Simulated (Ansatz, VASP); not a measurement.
Two plane-wave programs on C

```
CELL_PARAMETERS angstrom
2.44555 0.00000 0.00000
0.00000 4.23347 0.00000
0.06735 0.00000 6.73532
ATOMIC_POSITIONS crystal
C 0.50000 0.66669 0.50000
C 0.00000 0.83331 0.50000
C 0.50000 0.16669 0.00000
C 0.00000 0.33331 0.00000
C 0.00000 0.66669 0.00000
C 0.50000 0.83331 0.00000
C 0.00000 0.16669 0.50000
C 0.50000 0.33331 0.50000
```

Change from the starting cell: shear of c along a, cell held, atoms relaxed: +1.0 %.

Alike in both runs: functional LDA; k mesh 14 × 8 × 6; occupations gaussian, width 0.1 eV; no spin polarisation.

Ansatz relaxed the structure, and its values are those at the end. VASP's run is a single point on that final structure, the one shown.

|  | VASP | Ansatz |
| --- | --- | --- |
| version | VASP 6.6.1 | Ansatz 0.2.0 |
| potentials or method | VASP PAW LDA potentials, release 64 (C), cutoff 520 eV | scalar-relativistic, plane waves, PAW |
| valence electrons in the cell | 32 | 32 |

```tsv
	VASP	Ansatz	Ansatz less VASP
gap on the k mesh at the Fermi level (eV)	none	none	-
pressure (GPa)	0.8	0.0	-0.80
rms of the force components (eV/Å)	0.004	0.004	0.0000
```

LDA's correlation is that of Perdew and Zunger in VASP and of Perdew and Wang (1992) in Ansatz. A gap of «none» marks a metal or a gap that the smearing closes. Ansatz's warnings: stress scf threshold loose.
